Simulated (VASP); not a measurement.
Al: single point with PBE

System: Al, a slab with vacuum.

```
CELL_PARAMETERS angstrom
5.71430 0.00000 0.00000
-2.85715 4.94873 0.00000
0.00000 0.00000 20.10164
ATOMIC_POSITIONS crystal
Al 0.33333 0.16667 0.19899
Al 0.33333 0.66667 0.19899
Al 0.83333 0.16667 0.19899
Al 0.83333 0.66667 0.19899
Al 0.16667 0.33333 0.31345
Al 0.16667 0.83333 0.31345
Al 0.66667 0.33333 0.31345
Al 0.66667 0.83333 0.31345
Al 0.00000 0.00000 0.42791
Al 0.00000 0.50000 0.42791
Al 0.50000 0.00000 0.42791
Al 0.50000 0.50000 0.42791
Al 0.16667 0.33333 0.53581
```

```json
{
 "Program": "VASP 6.6.1",
 "Task": "single point",
 "Functional": "PBE",
 "Potentials or basis": "VASP PAW PBE potentials, release 64 (Al)",
 "Cutoff": "520 eV",
 "k mesh": "6 × 6 × 1",
 "Occupations": "gaussian, width 0.1 eV",
 "Spin": "no spin polarisation"
}
```

```json
{"Largest force": "0.274 eV/Å", "Band gap on the k mesh": "zero (an odd number of electrons rules out a gap without spin polarisation)"}
```

Forces on the atoms (eV/Å):
```
Al  -0.046  0.026 -0.072
Al   0.000 -0.053 -0.072
Al   0.046  0.026 -0.072
Al   0.000  0.000 -0.121
Al   0.000  0.000 -0.058
Al   0.034  0.019  0.071
Al   0.000 -0.039  0.071
Al  -0.034  0.019  0.071
Al   0.000 -0.274  0.018
Al  -0.237  0.137  0.018
Al   0.000  0.000  0.131
Al   0.237  0.137  0.018
Al   0.000  0.000 -0.006
```

Levels at points of the mesh, in eV from the Fermi level:
| k point | band 17 | band 18 | band 19 | band 20 | band 21 | band 22 |
| --- | --- | --- | --- | --- | --- | --- |
| (0.00, 0.00, 0.00) | -1.85 | -0.89 | -0.89 | -0.48 | -0.34 | -0.16 |
| (0.50, 0.00, 0.00) | -0.49 | -0.39 | -0.19 | 0.45 | 0.75 | 0.92 |

Wall time 3 min on 1 thread of Intel(R) Xeon(R) 6975P-C (Granite Rapids) (shared host), peak memory 0.54 GiB.
